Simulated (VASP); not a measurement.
# TcN2 (Fm-3m) in VASP: single point with PBE

Aim: the single point of TcN2 with PBE.

All numbers are computed with VASP 6.6.1; they aren't measurements. Logs are shortened: lines on timing, memory, paths and dates and some standing lists are left out, and cuts for length are marked.

## (1) The cell of the first run

The structure is cubic, space group Fm-3m (No. 225). The conventional cell has a = 4.889 Å, b = 4.889 Å, c = 4.889 Å, α = 90.00°, β = 90.00°, γ = 90.00°. Within 2.8 Å of Tc (site symmetry m-3m) lie 8 N at 2.12 Å. N (site symmetry -43m) has 4 Tc at 2.12 Å and 6 N at 2.44 Å within 2.8 Å.

## (2) Single point, PBE

INCAR

```
PREC     = Accurate       # precision mode
ENCUT    = 520            # plane-wave cutoff, eV
EDIFF    = 1E-7           # SCF threshold, eV
ISMEAR   = -1             # smearing method
SIGMA    = 0.15           # smearing width, eV
LREAL    = False          # projectors in reciprocal space
LASPH    = True           # aspherical terms in the spheres
NELM     = 60             # most SCF steps
ALGO     = Normal         # electronic algorithm
ISIF     = 2              # what is computed and relaxed
LWAVE    = False          # write WAVECAR
LCHARG   = False          # write CHGCAR
GGA      = PE             # functional
NBANDS   = 18             # bands
```

KPOINTS

```
regular mesh
0
Gamma
  12 12 12
```

POSCAR

```
TcN2
1.0
    0.0000000000      2.4445490000      2.4445490000
    2.4445490000      0.0000000000      2.4445490000
    2.4445490000      2.4445490000      0.0000000000
Tc N
1 2
Direct
    0.0000000000      0.0000000000      0.0000000000
    0.7500000000      0.7500000000      0.7500000000
    0.2500000000      0.2500000000      0.2500000000
```

Potentials or basis: VASP PAW PBE potentials, release 64 (Tc_pv, N).

Command:

```sh
cat potpaw_PBE.64/Tc_pv/POTCAR potpaw_PBE.64/N/POTCAR > POTCAR
mpirun -np 1 vasp_std > vasp.out
```

OUTCAR:

```text
PREC = Accurate
   ENCUT = 520
   EDIFF = 1E-7
   ISMEAR = -1
   LREAL = False
   LASPH = True
   NELM = 60
   ISIF = 2
   GGA = PE

 ion  position               nearest neighbor table
   1  0.000  0.000  0.000-   2 2.12   2 2.12   2 2.12   3 2.12   3 2.12   3 2.12   3 2.12   2 2.12

   2  0.750  0.750  0.750-   1 2.12   1 2.12   1 2.12   1 2.12
   3  0.250  0.250  0.250-   1 2.12   1 2.12   1 2.12   1 2.12

  LATTYP: Found a face centered cubic cell.
 ALAT       =     4.8890980000

  Lattice vectors:

 A1 = (   0.0000000000,   2.4445490000,   2.4445490000)
 A2 = (   2.4445490000,   0.0000000000,   2.4445490000)
 A3 = (   2.4445490000,   2.4445490000,   0.0000000000)

Analysis of symmetry for initial positions (statically):
=====================================================================
 Subroutine PRICEL returns:
 Original cell was already a primitive cell.

 Routine SETGRP: Setting up the symmetry group for a
 face centered cubic supercell.

 Subroutine GETGRP returns: Found 48 space group operations
 (whereof 48 operations were pure point group operations)
 out of a pool of 48 trial point group operations.

The static configuration has the point symmetry O_h .

Analysis of symmetry for dynamics (positions and initial velocities):
=====================================================================
 Subroutine PRICEL returns:
 Original cell was already a primitive cell.

 Routine SETGRP: Setting up the symmetry group for a
 face centered cubic supercell.

 Subroutine GETGRP returns: Found 48 space group operations
 (whereof 48 operations were pure point group operations)
 out of a pool of 48 trial point group operations.

The dynamic configuration has the point symmetry O_h .

 Subroutine INISYM returns: Found 48 space group operations
 (whereof 48 operations are pure point group operations),
 and found     1 'primitive' translations

----------------------------------------------------------------------------------------

                                     Primitive cell

  volume of cell :      29.2164

  direct lattice vectors                    reciprocal lattice vectors
     0.000000000  2.444549000  2.444549000    -0.204536706  0.204536706  0.204536706
     2.444549000  0.000000000  2.444549000     0.204536706 -0.204536706  0.204536706
     2.444549000  2.444549000  0.000000000     0.204536706  0.204536706 -0.204536706

  length of vectors
     3.457114350  3.457114350  3.457114350     0.354267967  0.354267967  0.354267967

  position of ions in fractional coordinates (direct lattice)
     0.000000000  0.000000000  0.000000000
     0.750000000  0.750000000  0.750000000
     0.250000000  0.250000000  0.250000000

  ion indices of the primitive-cell ions
   primitive index   ion index
                 1           1
                 2           2
                 3           3

----------------------------------------------------------------------------------------

 KPOINTS: regular mesh

Automatic generation of k-mesh.
 Grid dimensions read from file:
 generate k-points for:   12   12   12

 Generating k-lattice:

  Cartesian coordinates                     Fractional coordinates (reciprocal lattice)
    -0.017044725  0.017044725  0.017044725     0.083333333  0.000000000  0.000000000
     0.017044725 -0.017044725  0.017044725     0.000000000  0.083333333  0.000000000
     0.017044725  0.017044725 -0.017044725     0.000000000  0.000000000  0.083333333

  Length of vectors
     0.029522331  0.029522331  0.029522331

  Shift w.r.t. Gamma in fractional coordinates (k-lattice)
     0.000000000  0.000000000  0.000000000

 Subroutine IBZKPT returns following result:
 ===========================================

 Found     72 irreducible k-points:

 Following reciprocal coordinates:
            Coordinates               Weight
  0.000000  0.000000  0.000000      1.000000
  0.083333  0.000000  0.000000      8.000000
  0.166667  0.000000  0.000000      8.000000
  0.250000  0.000000  0.000000      8.000000
  0.333333  0.000000  0.000000      8.000000
  0.416667  0.000000  0.000000      8.000000
[... 16 lines left out ...]
  0.500000  0.166667  0.000000     24.000000
 -0.416667  0.166667  0.000000     24.000000
 [... further k-points ...]
   k-points           NKPTS =     72   k-points in BZ     NKDIM =     72   number of bands    NBANDS=     18
   number of dos      NEDOS =    301   number of ions     NIONS =      3
   total plane-waves  NPLWV =  21952
   dimension x,y,z NGX =    28 NGY =   28 NGZ =   28
   dimension x,y,z NGXF=    56 NGYF=   56 NGZF=   56
   ions per type =               1   2
   NGX,Y,Z   is equivalent  to a cutoff of  13.46, 13.46, 13.46 a.u.
   NGXF,Y,Z  is equivalent  to a cutoff of  26.93, 26.93, 26.93 a.u.
 SYSTEM =  unknown system
   PREC   = accura    normal or accurate (medium, high low for compatibility)
   ISTART =      0    job   : 0-new  1-cont  2-samecut
   ICHARG =      2    charge: 1-file 2-atom 10-const
   ISPIN  =      1    spin polarized calculation?
   LNONCOLLINEAR =      F non collinear calculations
   LSORBIT =      F    spin-orbit coupling
   LASPH  =      T    aspherical Exc in radial PAW
   ENCUT  =  520.0 eV  38.22 Ry    6.18 a.u.   6.43  6.43  6.43*2*pi/ulx,y,z
   NELM   =     60;   NELMIN=  2; NELMDL= -5     # of ELM steps
   EDIFF  = 0.1E-06   stopping-criterion for ELM
   LREAL  =      F    real-space projection
   EDIFFG = 0.1E-05   stopping-criterion for IOM
   NSW    =      0    number of steps for IOM
   IBRION =     -1    ionic relax: 0-MD 1-quasi-New 2-CG
   NFREE  =      0    steps in history (QN), initial steepest desc. (CG)
   ISIF   =      2    stress and relaxation
   ISYM   =      2    0-nonsym 1-usesym 2-fastsym
   POTIM  = 0.5000    time-step for ionic-motion
   TEBEG  =    0.0;   TEEND  =   0.0 temperature during run
   PSTRESS=    0.0 pullay stress
   NELECT =      23.0000    total number of electrons
   NUPDOWN=      -1.0000    fix difference up-down
   EMIN   =  10.00;   EMAX   =-10.00  energy-range for DOS
   EFERMI =   0.00;   METHOD = LEGACY
   ISMEAR =    -1;   SIGMA  =   0.15  broadening in eV -4-tet -1-fermi 0-gaus
   EFERMI_NEDOS =   21; number of points for ismear=-14 and -15
   IALGO  =     38    algorithm
   IMIX   =      4    mixing-type and parameters
     AMIX     =   0.40;   BMIX     =  1.00
     AMIX_MAG =   1.60;   BMIX_MAG =  1.00
  volume/ion in A,a.u.               =       9.74        65.72
  Fermi-wavevector in a.u.,A,eV,Ry     =   1.511618  2.856544 31.089159  2.284989
  Thomas-Fermi vector in A             =   2.621651
   LORBIT       =      0    0 simple, 1 ext, 2 COOP (PROOUT), +10 PAW based schemes
   GGA     = PE    functional components
   LHFCALC =     F    Hartree Fock is set to
   AEXX    =    0.0000 exact exchange contribution
   IVDW    =     0    specifies the selected vdW correction
   LEPSILON=     F    determine dielectric tensor
   LRPA    =     F    only Hartree local field effects (RPA)
 non-spin polarized calculation
  energy-cutoff  :      520.00
  volume of cell :       29.22
 maximum number of plane-waves:       817
 NGX is ok and might be reduce to    28
   NGX = 13   NGY = 13   NGZ = 13

 number of electron      23.0000001 magnetization

 Free energy of the ion-electron system (eV)
  ---------------------------------------------------
  ext. energy  EPLUGINS =         0.00000000
  ---------------------------------------------------
  free energy    TOTEN  =       -24.75309734 eV

  energy without entropy =      -24.55830978  energy(sigma->0) =      -24.65570356

 E-fermi :   8.9009     XC(G=0): -12.7859

 val. band max:        8.8889930682   @ k =  -0.2500   0.4167   0.1667
 cond. band min:       8.9023927192   @ k =  -0.4167   0.1667   0.0833
 fundamental gap:      0.0133996509
 Fermi energy:         8.9009165916

 k-point     1 :       0.0000    0.0000    0.0000
  band No.  band energies     occupation
      1     -30.7213      2.00000
      2     -30.7213      2.00000
      3     -30.7213      2.00000
      4      -8.0572      2.00000
      5      -2.2932      2.00000
      6       1.9004      2.00000
[... 10 lines left out ...]
     17      17.9777      0.00000
     18      21.4320      0.00000

 k-point     2 :       0.0833    0.0000    0.0000
  band No.  band energies     occupation
      1     -30.7329      2.00000
      2     -30.7231      2.00000
      3     -30.7231      2.00000
      4      -7.9515      2.00000
      5      -2.5730      2.00000
      6       1.9759      2.00000
[... 10 lines left out ...]
     17      18.1805      0.00000
     18      21.5700      0.00000

 k-point     3 :       0.1667    0.0000    0.0000
  band No.  band energies     occupation
      1     -30.7637      2.00000
      2     -30.7276      2.00000
      3     -30.7276      2.00000
      4      -7.6503      2.00000
      5      -3.1736      2.00000
      6       2.1846      2.00000
[... 10 lines left out ...]
     17      18.7436      0.00000
     18      21.8270      0.00000

 k-point     4 :       0.2500    0.0000    0.0000
  band No.  band energies     occupation
      1     -30.8054      2.00000
      2     -30.7336      2.00000
      3     -30.7336      2.00000
      4      -7.2049      2.00000
      5      -3.7995      2.00000
      6       2.4703      2.00000
[... 375 lines left out ...]
      4      -6.2383      2.00000
      5      -4.6398      2.00000
      6       2.7568      2.00000
[... 10 lines left out ...]
     17      19.5049      0.00000
     18      23.0768      0.00000

 k-point    23 :       0.5000    0.1667    0.0000
  band No.  band energies     occupation
      1     -30.8717      2.00000
      2     -30.7710      2.00000
      3     -30.7545      2.00000
      4      -5.8941      2.00000
      5      -4.8792      2.00000
      6       2.6636      2.00000
[... 10 lines left out ...]
     17      19.4883      0.00000
     18      23.5052      0.00000

 k-point    24 :      -0.4167    0.1667    0.0000
  band No.  band energies     occupation
      1     -30.8727      2.00000
      2     -30.7764      2.00000
      3     -30.7515      2.00000
      4      -5.8450      2.00000
      5      -4.9133      2.00000
      6       2.5786      2.00000
[... 10 lines left out ...]
     17      19.5193      0.00000
     18      23.5680      0.00000

 [... further k-points ...]

------------------------ aborting loop because EDIFF is reached ----------------------------------------

  FORCE on cell =-STRESS in cart. coord.  units (eV):
  Direction    XX          YY          ZZ          XY          YZ          ZX
  --------------------------------------------------------------------------------------
  -------------------------------------------------------------------------------------
  Total       -0.9220523     -0.9220523     -0.9220523      0.0000000     -0.0000000     -0.0000000
  in kB      -50.5638245    -50.5638245    -50.5638245      0.0000000     -0.0000000     -0.0000000
  external PRESSURE =     -50.5638245 kB  Pullay stress =       0.0000000 kB

 VOLUME and BASIS-vectors are now :
 -----------------------------------------------------------------------------
  energy-cutoff  :      520.00
  volume of cell :       29.22
      direct lattice vectors                 reciprocal lattice vectors
     0.000000000  2.444549000  2.444549000    -0.204536706  0.204536706  0.204536706
     2.444549000  0.000000000  2.444549000     0.204536706 -0.204536706  0.204536706
     2.444549000  2.444549000  0.000000000     0.204536706  0.204536706 -0.204536706

 POSITION                                       TOTAL-FORCE (eV/Angst)
 -----------------------------------------------------------------------------------
      0.00000      0.00000      0.00000         0.000000      0.000000     -0.000000
      3.66682      3.66682      3.66682         0.000000      0.000000     -0.000000
      1.22227      1.22227      1.22227        -0.000000     -0.000000      0.000000
 -----------------------------------------------------------------------------------
    total drift:                               -0.000000     -0.000000      0.000000

  FREE ENERGIE OF THE ION-ELECTRON SYSTEM (eV)
  ---------------------------------------------------
  free  energy   TOTEN  =       -24.7530973433 eV

  energy  without entropy=      -24.5583097828  energy(sigma->0) =      -24.65570356
```

Run time: 38 s. Hardware: 1 thread of Intel Xeon Platinum 8375C at 2.90GHz (Ice Lake), shared host; peak memory 0.18 GiB.

What came out:

* Free energy: -24.7531 eV
* Pressure: -5.1 GPa
